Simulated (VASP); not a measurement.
# LiNbO3 (R3c) in VASP: notebook

The runs below take LiNbO3 through single point, with PBE.

Everything below comes from runs of VASP 6.6.1. Logs are shortened: lines on timing, memory, paths and dates and some standing lists are left out, and cuts for length are marked.

### 1 The cell of the first run

The structure is trigonal, space group R3c (No. 161). The conventional cell has a = 5.216 Å, b = 5.216 Å, c = 14.544 Å, α = 90.00°, β = 90.00°, γ = 120.00°. Within 2.8 Å of Li (site symmetry 3) lie 6 O at 2.10 to 2.32 Å. Within 2.5 Å of Nb (site symmetry 3) lie 6 O at 1.91 to 2.20 Å. Within 2.5 Å of O (site symmetry 1) lie 2 Nb at 1.91 to 2.20 Å and 2 Li at 2.10 to 2.32 Å.

### 2 Single point, PBE (volume 11.422 Å^3 an atom, c/a of the conventional cell 2.7885)

INCAR reads:

```
PREC = Accurate ; ENCUT = 520
EDIFF = 1E-7 ; ISMEAR = 0
SIGMA = 0.05 ; LREAL = F
LASPH = T ; NELM = 60
ALGO = Normal ; ISIF = 2
LWAVE = F ; LCHARG = T
GGA = PE ; LELF = T
LVHAR = T ; NBANDS = 45
```

KPOINTS reads:

```
Automatic mesh
0
Gamma
  6 6 6
```

POSCAR reads:

```
LiNbO3
1.0
    2.6078986789      1.5056710043      4.8480836441
   -2.6078986789      1.5056710043      4.8480836441
    0.0000000000     -3.0113420086      4.8480836441
Li Nb O
2 2 6
Direct
    0.2815913687      0.2815913687      0.2815913687
    0.7815913687      0.7815913687      0.7815913687
    0.0004900497      0.0004900497      0.0004900497
    0.5004900497      0.5004900497      0.5004900497
    0.1104619503      0.3580262714      0.7211003599
    0.7211003599      0.1104619503      0.3580262714
    0.3580262714      0.7211003599      0.1104619503
    0.2211003599      0.8580262714      0.6104619503
    0.8580262714      0.6104619503      0.2211003599
    0.6104619503      0.2211003599      0.8580262714
```

Potentials or basis: VASP PAW PBE potentials, release 64 (Li_sv, Nb_sv, O).

On the command line:

```
$ cat potpaw_PBE.64/Li_sv/POTCAR potpaw_PBE.64/Nb_sv/POTCAR potpaw_PBE.64/O/POTCAR > POTCAR
$ mpirun -np 1 vasp_std > vasp.out
```

OUTCAR:

```text
PREC = Accurate
   ENCUT = 520
   EDIFF = 1E-7
   ISMEAR = 0
   LREAL = F
   LASPH = T
   NELM = 60
   ISIF = 2
   GGA = PE

 ion  position               nearest neighbor table
   1  0.282  0.282  0.282-   9 2.10  10 2.10   8 2.10
   2  0.782  0.782  0.782-   5 2.10   6 2.10   7 2.10
   3  0.000  0.000  0.000-   7 1.91   6 1.91   5 1.91  10 2.20   8 2.20   9 2.20
   4  0.500  0.500  0.500-   8 1.91  10 1.91   9 1.91   6 2.20   7 2.20   5 2.20
   5  0.110  0.358  0.721-   3 1.91   2 2.10   4 2.20
   6  0.721  0.110  0.358-   3 1.91   2 2.10   4 2.20
   7  0.358  0.721  0.110-   3 1.91   2 2.10   4 2.20
   8  0.221  0.858  0.610-   4 1.91   1 2.10   3 2.20
   9  0.858  0.610  0.221-   4 1.91   1 2.10   3 2.20
  10  0.610  0.221  0.858-   4 1.91   1 2.10   3 2.20

  LATTYP: Found a trigonal (rhomboedric) cell.
 ALAT       =     5.7071968349
 COS(alpha) =     0.5823949690

  Lattice vectors:

 A1 = (   2.6078986789,   1.5056710043,   4.8480836441)
 A2 = (  -2.6078986789,   1.5056710043,   4.8480836441)
 A3 = (   0.0000000000,  -3.0113420086,   4.8480836441)

Analysis of symmetry for initial positions (statically):
=====================================================================
 Subroutine PRICEL returns:
 Original cell was already a primitive cell.

 Routine SETGRP: Setting up the symmetry group for a
 trigonal (rhombohedral) supercell.

 Subroutine GETGRP returns: Found  6 space group operations
 (whereof  3 operations were pure point group operations)
 out of a pool of 12 trial point group operations.

The static configuration has the point symmetry C_3 .
 The point group associated with its full space group is C_3v.

Analysis of symmetry for dynamics (positions and initial velocities):
=====================================================================
 Subroutine PRICEL returns:
 Original cell was already a primitive cell.

 Routine SETGRP: Setting up the symmetry group for a
 trigonal (rhombohedral) supercell.

 Subroutine GETGRP returns: Found  6 space group operations
 (whereof  3 operations were pure point group operations)
 out of a pool of 12 trial point group operations.

The dynamic configuration has the point symmetry C_3 .
 The point group associated with its full space group is C_3v.

 Subroutine INISYM returns: Found  6 space group operations
 (whereof  3 operations are pure point group operations),
 and found     1 'primitive' translations

[... 116 lines left out ...]
   ISIF   =      2    stress and relaxation
   ISYM   =      2    0-nonsym 1-usesym 2-fastsym
   POTIM  = 0.5000    time-step for ionic-motion
   TEBEG  =    0.0;   TEEND  =   0.0 temperature during run
   PSTRESS=    0.0 pullay stress
   NELECT =      68.0000    total number of electrons
   NUPDOWN=      -1.0000    fix difference up-down
   EMIN   =  10.00;   EMAX   =-10.00  energy-range for DOS
   EFERMI =   0.00;   METHOD = LEGACY
   ISMEAR =     0;   SIGMA  =   0.05  broadening in eV -4-tet -1-fermi 0-gaus
   EFERMI_NEDOS =   21; number of points for ismear=-14 and -15
   IALGO  =     38    algorithm
   IMIX   =      4    mixing-type and parameters
     AMIX     =   0.40;   BMIX     =  1.00
     AMIX_MAG =   1.60;   BMIX_MAG =  1.00
  volume/ion in A,a.u.               =      11.42        77.08
  Fermi-wavevector in a.u.,A,eV,Ry     =   1.377200  2.602531 25.805904  1.896680
  Thomas-Fermi vector in A             =   2.502375
   LORBIT       =      0    0 simple, 1 ext, 2 COOP (PROOUT), +10 PAW based schemes
   GGA     = PE    functional components
   LHFCALC =     F    Hartree Fock is set to
   AEXX    =    0.0000 exact exchange contribution
   IVDW    =     0    specifies the selected vdW correction
   LEPSILON=     F    determine dielectric tensor
   LRPA    =     F    only Hartree local field effects (RPA)
 non-spin polarized calculation
 Gauss-broadening in eV      SIGMA  =   0.05
  energy-cutoff  :      520.00
  volume of cell :      114.22
 maximum number of plane-waves:      3093
   NGX = 21   NGY = 21   NGZ = 21

 number of electron      68.0000010 magnetization

 Free energy of the ion-electron system (eV)
  ---------------------------------------------------
  ext. energy  EPLUGINS =         0.00000000
  ---------------------------------------------------
  free energy    TOTEN  =       -79.87897493 eV

  energy without entropy =      -79.87897493  energy(sigma->0) =      -79.87897493

 E-fermi :   3.1800     XC(G=0): -10.4308

 val. band max:        2.9462858771   @ k =   0.0000   0.0000   0.0000
 cond. band min:       6.2926839421   @ k =   0.1667   0.1667   0.0000
 fundamental gap:      3.3463980650
 Fermi energy:         3.1800158855

 k-point     1 :       0.0000    0.0000    0.0000
  band No.  band energies     occupation
      1     -51.5125      2.00000
      2     -51.5025      2.00000
      3     -39.8394      2.00000
      4     -39.8376      2.00000
      5     -27.7107      2.00000
      6     -27.7107      2.00000
[... 1141 lines left out ...]
     44      11.7418      0.00000
     45      12.8885      0.00000

 [... further k-points ...]

------------------------ aborting loop because EDIFF is reached ----------------------------------------

  FORCE on cell =-STRESS in cart. coord.  units (eV):
  Direction    XX          YY          ZZ          XY          YZ          ZX
  --------------------------------------------------------------------------------------
  -------------------------------------------------------------------------------------
  Total       -4.9014311     -4.9014311     -7.5920524      0.0000000     -0.0000000      0.0000000
  in kB      -68.7529491    -68.7529491   -106.4946095      0.0000000     -0.0000000      0.0000000
  external PRESSURE =     -81.3335026 kB  Pullay stress =       0.0000000 kB

 VOLUME and BASIS-vectors are now :
 -----------------------------------------------------------------------------
  energy-cutoff  :      520.00
  volume of cell :      114.22
      direct lattice vectors                 reciprocal lattice vectors
     2.607898679  1.505671004  4.848083644     0.191725240  0.110692619  0.068755689
    -2.607898679  1.505671004  4.848083644    -0.191725240  0.110692619  0.068755689
     0.000000000 -3.011342009  4.848083644     0.000000000 -0.221385238  0.068755689

 POSITION                                       TOTAL-FORCE (eV/Angst)
 -----------------------------------------------------------------------------------
      0.00000      0.00000      4.09554        -0.000000     -0.000000      0.030057
      0.00000      0.00000     11.36766        -0.000000     -0.000000      0.030057
      0.00000      0.00000      0.00713        -0.000000     -0.000000      0.460399
      0.00000      0.00000      7.27925        -0.000000     -0.000000      0.460399
     -0.64562     -1.46609      5.76722         0.281231     -0.393579     -0.163485
      1.59248      0.17392      5.76722         0.200234      0.440343     -0.163485
     -0.94686      1.29217      5.76722        -0.481465     -0.046764     -0.163485
     -1.66104     -0.21350      8.19127         0.481465     -0.046764     -0.163485
      0.64562      1.54525      8.19127        -0.281231     -0.393579     -0.163485
      1.01542     -1.33175      8.19127        -0.200234      0.440343     -0.163485
 -----------------------------------------------------------------------------------
    total drift:                                0.000000     -0.000000     -0.000294

  FREE ENERGIE OF THE ION-ELECTRON SYSTEM (eV)
  ---------------------------------------------------
  free  energy   TOTEN  =       -79.8789749345 eV

  energy  without entropy=      -79.8789749345  energy(sigma->0) =      -79.87897493
```

OSZICAR:

```text
N       E                     dE             d eps       ncg     rms          rms(c)
DAV:   1     0.708638839657E+03    0.70864E+03   -0.36433E+04  2880   0.158E+03
DAV:   2    -0.322638249924E+02   -0.74090E+03   -0.71542E+03  3719   0.535E+02
DAV:   3    -0.926124834132E+02   -0.60349E+02   -0.59811E+02  4088   0.141E+02
DAV:   4    -0.981126356381E+02   -0.55002E+01   -0.54835E+01  5248   0.402E+01
DAV:   5    -0.984080606441E+02   -0.29543E+00   -0.29531E+00  4382   0.620E+00    0.266E+01
DAV:   6    -0.801893699489E+02    0.18219E+02   -0.82062E+01  4072   0.531E+01    0.100E+01
DAV:   7    -0.799042221349E+02    0.28515E+00   -0.93637E+00  4488   0.175E+01    0.523E+00
DAV:   8    -0.798905676469E+02    0.13654E-01   -0.10264E+00  4656   0.713E+00    0.220E+00
DAV:   9    -0.798740309580E+02    0.16537E-01   -0.21908E-01  4015   0.344E+00    0.102E+00
DAV:  10    -0.798795368089E+02   -0.55059E-02   -0.50021E-02  3992   0.163E+00    0.240E-01
DAV:  11    -0.798788289748E+02    0.70783E-03   -0.49409E-03  4270   0.512E-01    0.483E-02
DAV:  12    -0.798789950524E+02   -0.16608E-03   -0.54295E-04  4048   0.155E-01    0.379E-02
DAV:  13    -0.798789768008E+02    0.18252E-04   -0.18393E-04  4942   0.903E-02    0.232E-02
DAV:  14    -0.798789770618E+02   -0.26098E-06   -0.28401E-05  4216   0.456E-02    0.860E-03
DAV:  15    -0.798789750241E+02    0.20377E-05   -0.42583E-06  4139   0.168E-02    0.181E-03
DAV:  16    -0.798789748417E+02    0.18238E-06   -0.70484E-07  4099   0.458E-03    0.104E-03
DAV:  17    -0.798789749345E+02   -0.92820E-07   -0.68766E-08  1918   0.233E-03
   1 F= -.79878975E+02 E0= -.79878975E+02  d E =-.124786E-12
```

stdout:

```text
POSCAR found type information on POSCAR LiNbO
 POSCAR found :  3 types and      10 ions
 scaLAPACK will be used
 LDA part: xc-table for (Slater+PW92), standard interpolation
 POSCAR, INCAR and KPOINTS ok, starting setup
 FFT: planning ... GRIDC
 FFT: planning ... GRID_SOFT
 FFT: planning ... GRID
 WAVECAR not read
 entering main loop
```

Run time: 6.4 min. Hardware: 1 thread of AMD EPYC 7R13 (Zen 3), shared host; peak memory 0.29 GiB.

Results:

```yaml
Free_energy: -79.8790 eV
Largest_force: 0.511 eV/Å
Band_gap_on_the_k_mesh: 3.35 eV, indirect (least direct gap 3.36 eV)
```

Forces on the atoms (eV/Å):
```
Li   0.000  0.000  0.030
Li   0.000  0.000  0.030
Nb   0.000  0.000  0.460
Nb   0.000  0.000  0.460
O    0.281 -0.394 -0.163
O    0.200  0.440 -0.163
O   -0.481 -0.047 -0.163
O    0.481 -0.047 -0.163
O   -0.281 -0.394 -0.163
O   -0.200  0.440 -0.163
```

Levels at points of the mesh, in eV from the valence-band top:
```csv
k point,band 32,band 33,band 34,band 35,band 36,band 37
"(0.00, 0.00, 0.00)",-0.56,0.00,0.00,3.36,3.36,3.89
"(0.50, 0.00, 0.00)",-0.35,-0.24,-0.24,3.59,3.59,4.37
"(0.50, 0.50, 0.00)",-0.69,-0.51,-0.19,3.45,3.85,4.22
"(0.50, 0.50, 0.50)",-0.29,-0.29,-0.29,4.34,4.34,4.45
```

Caveat: the cutoff is under 1.25 times the usual one of these potentials, so pressure, stress and relaxed cells hold a basis-set (Pulay) error. A k mesh can miss the band edges.

### 3 Single point, PBE (volume 11.422 Å^3 an atom, c/a of the conventional cell 2.7005)

INCAR reads:

```
  ALGO = Normal
  EDIFF = 1E-6
  ENCUT = 520
  GGA = PE
  ISIF = 2
  ISMEAR = 0
  LASPH = True
  LCHARG = False
  LREAL = False
  LWAVE = False
  NBANDS = 45
  NELM = 100
  PREC = Accurate
  SIGMA = 0.05
```

KPOINTS reads:

```
k-points
0
Gamma
  6 6 6
```

POSCAR, as its differences from that of step 2:

```diff
@@ -2,5 +2,5 @@
 1.0
-    2.6078986789      1.5056710043      4.8480836441
-   -2.6078986789      1.5056710043      4.8480836441
-    0.0000000000     -3.0113420086      4.8480836441
+    2.6359189651      1.5218485241      4.7455595027
+   -2.6359189651      1.5218485241      4.7455595027
+    0.0000000000     -3.0436970481      4.7455595027
 Li Nb O
```

Potentials or basis: VASP PAW PBE potentials, release 64 (Li_sv, Nb_sv, O).

On the command line:

```
$ cat potpaw_PBE.64/Li_sv/POTCAR potpaw_PBE.64/Nb_sv/POTCAR potpaw_PBE.64/O/POTCAR > POTCAR
$ mpirun -np 1 vasp_std > vasp.out
```

It took 8.1 min on 1 thread of AMD EPYC 7R13 (Zen 3), shared host; peak memory 0.29 GiB.

Results (log left out):

```yaml
Free_energy: -79.8974 eV
Largest_force: 0.583 eV/Å
Band_gap_on_the_k_mesh: 3.34 eV, indirect (least direct gap 3.37 eV)
```

Forces in eV/Å, atoms in the order of the input:
```
Li   0.000  0.000  0.004
Li   0.000  0.000  0.004
Nb   0.000  0.000  0.445
Nb   0.000  0.000  0.445
O    0.373 -0.422 -0.150
O    0.180  0.534 -0.150
O   -0.552 -0.111 -0.150
O    0.552 -0.111 -0.150
O   -0.373 -0.422 -0.150
O   -0.180  0.534 -0.150
```

Levels at points of the mesh, in eV from the valence-band top:
```csv
k point,band 31,band 32,band 33,band 34,band 35,band 36,band 37,band 38
"(0.00, 0.00, 0.00)",-0.67,-0.52,0.00,0.00,3.37,3.37,3.80,4.74
"(0.50, 0.00, 0.00)",-0.30,-0.30,-0.22,-0.22,3.59,3.59,4.36,4.36
"(0.50, 0.50, 0.00)",-0.72,-0.65,-0.51,-0.19,3.44,3.84,4.25,4.29
"(0.50, 0.50, 0.50)",-0.30,-0.30,-0.30,-0.30,4.26,4.26,4.46,4.46
```

Caveat: the cutoff is under 1.25 times the usual one of these potentials, so pressure, stress and relaxed cells hold a basis-set (Pulay) error. A k mesh can miss the band edges.
